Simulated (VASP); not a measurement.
Wanted: the native input for a VASP 6.6.1 run.

```yaml
Task: single point
Functional: PBE
Potentials_or_basis: VASP PAW PBE potentials, release 64 (Ca_sv, Zn, Br)
Cutoff: 500 eV
k_mesh: 4 × 4 × 8
Occupations: gaussian, width 0.02 eV
Spin: no spin polarisation
Dipole_correction: no
Further_INCAR_settings: ALGO = Normal; EDIFF = 1e-06; NBANDS = 34
```

The structure of CaZnBr4 lies in POSCAR:

```
CaZnBr4
1.0
    4.5608953706     -4.5415443784      0.0000000000
    4.5608953706      4.5415443784      0.0000000000
    0.0000000000      0.0000000000      3.9691560760
Ca Zn Br
1 1 4
Direct
    0.5000000000      0.5000000000      0.5000000000
    0.0000000000      0.0000000000      0.0000000000
    0.8128685232      0.1871314768      0.5000000000
    0.2844919058      0.2844919058      0.0000000000
    0.7155080942      0.7155080942      0.0000000000
    0.1871314768      0.8128685232      0.5000000000
```

One way to write it, as run:

INCAR

```
PREC = Accurate
ENCUT = 500
EDIFF = 1E-6
ISMEAR = 0
SIGMA = 0.02
LREAL = F
LASPH = T
NELM = 120
ALGO = Normal
ISIF = 2
LWAVE = F
LCHARG = F
GGA = PE
NBANDS = 34
GGA_COMPAT = F
```

KPOINTS

```
Automatic mesh
0
Gamma
  4 4 8
```

Potentials or basis: VASP PAW PBE potentials, release 64 (Ca_sv, Zn, Br).

Launch:

```bash
$ cat potpaw_PBE.64/Ca_sv/POTCAR potpaw_PBE.64/Zn/POTCAR potpaw_PBE.64/Br/POTCAR > POTCAR
$ mpirun -np 1 vasp_std > vasp.out
```

Results of the run:

```json
{"Pressure": "3.6 GPa", "Largest force": "0.010 eV/Å", "Band gap on the k mesh": "2.28 eV"}
```

Caveat: the cell stands under pressure.

Run time: 100 s on 1 thread of Intel(R) Xeon(R) 6975P-C (Granite Rapids), with other jobs on the host, peak memory 0.34 GiB.
